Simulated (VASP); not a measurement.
Wanted: the native input for a VASP 6.6.1 run.

```yaml
Task: single point
Functional: PBEsol
Potentials_or_basis: VASP PAW PBE potentials, release 64 (Mg, O)
Cutoff: 520 eV
k_mesh: 9 × 9 × 6
Occupations: gaussian, width 0.05 eV
Spin: no spin polarisation
Dipole_correction: no
Further_INCAR_settings: ALGO = Normal; EDIFF = 1e-06; NBANDS = 16
```

The structure of MgO lies in POSCAR:

```
MgO
1.0
    3.2457000000      0.0000000000      0.0000000000
   -1.6228500000      2.8108586531      0.0000000000
    0.0000000000      0.0000000000      4.6178000000
Mg O
2 2
Direct
    0.3333333333      0.6666666667      0.0036583380
    0.6666666667      0.3333333333      0.5036583380
    0.3333333333      0.6666666667      0.4009416620
    0.6666666667      0.3333333333      0.9009416620
```

The input as run:

INCAR

```
  PREC = Accurate
  ENCUT = 520
  EDIFF = 1E-6
  ISMEAR = 0
  SIGMA = 0.05
  LREAL = F
  LASPH = T
  NELM = 80
  ALGO = Normal
  ISIF = 2
  LWAVE = F
  LCHARG = T
  GGA = PS
  LELF = T
  LVHAR = T
  NBANDS = 16
```

KPOINTS

```
regular mesh
0
Gamma
  9 9 6
```

Potentials or basis: VASP PAW PBE potentials, release 64 (Mg, O).

Launch:

```console
$ cat potpaw_PBE.64/Mg/POTCAR potpaw_PBE.64/O/POTCAR > POTCAR
$ mpirun -np 1 vasp_std > vasp.out
```

Results of the run:

| Quantity | Value |
| --- | --- |
| Pressure | 18.2 GPa |
| Largest force | 1.389 eV/Å |
| Band gap on the k mesh | 3.90 eV, direct |

Caveat: the PAW data sets were made with another functional, which shifts forces and pressure a little.

It took 15 s on 1 thread of AMD EPYC 9R45 96-Core Processor (Zen 5), with other jobs on the host, peak memory 0.14 GiB.
